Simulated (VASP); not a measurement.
Write the native input for VASP 6.6.1 that does the following.

* Task: electric field gradients
* Functional: PBEsol
* Potentials or basis: VASP PAW PBE potentials, release 64 (Ga_d, N)
* Cutoff: 520 eV
* k mesh: 13 × 13 × 13
* Occupations: fermi-dirac, width 0.02 eV
* Spin: no spin polarisation
* Dipole correction: no
* Further INCAR settings: ALGO = Normal; EDIFF = 1e-08; NBANDS = 16

The structure of GaN lies in POSCAR:

```
GaN
1.0
    0.0000000000      1.9925000000      1.9925000000
    1.9925000000      0.0000000000      1.9925000000
    1.9925000000      1.9925000000      0.0000000000
Ga N
1 1
Direct
    0.5000000000      0.5000000000      0.5000000000
    0.0000000000      0.0000000000      0.0000000000
```

These files were run (other wordings do the same):

INCAR

```
PREC = Accurate
ENCUT = 520
EDIFF = 1E-8
ISMEAR = -1
SIGMA = 0.02
LREAL = F
LASPH = T
NELM = 60
ALGO = Normal
ISIF = 2
LWAVE = F
LCHARG = F
GGA = PS
LEFG = T
NBANDS = 16
```

KPOINTS

```
Automatic mesh
0
Gamma
  13 13 13
```

Potentials or basis: VASP PAW PBE potentials, release 64 (Ga_d, N).

The run is started by

```console
$ cat potpaw_PBE.64/Ga_d/POTCAR potpaw_PBE.64/N/POTCAR > POTCAR
$ mpirun -np 1 vasp_std > vasp.out
```

Results of the run:

```
Pressure                                : 59.5 GPa
Band gap on the k mesh                  : 1.82 eV (least direct gap 5.22 eV)
Largest electric field gradient by atom : zero within the noise of the run
```

Caveat: the cell stands under pressure; the PAW data sets were made with another functional, which shifts forces and pressure a little; an odd mesh through Γ misses points on the zone boundary, where band edges can lie.

Wall time 24 s on 1 thread of Intel(R) Xeon(R) Platinum 8259CL CPU @ 2.50GHz (Skylake/Cascade Lake), with other jobs on the host, peak memory 0.15 GiB.
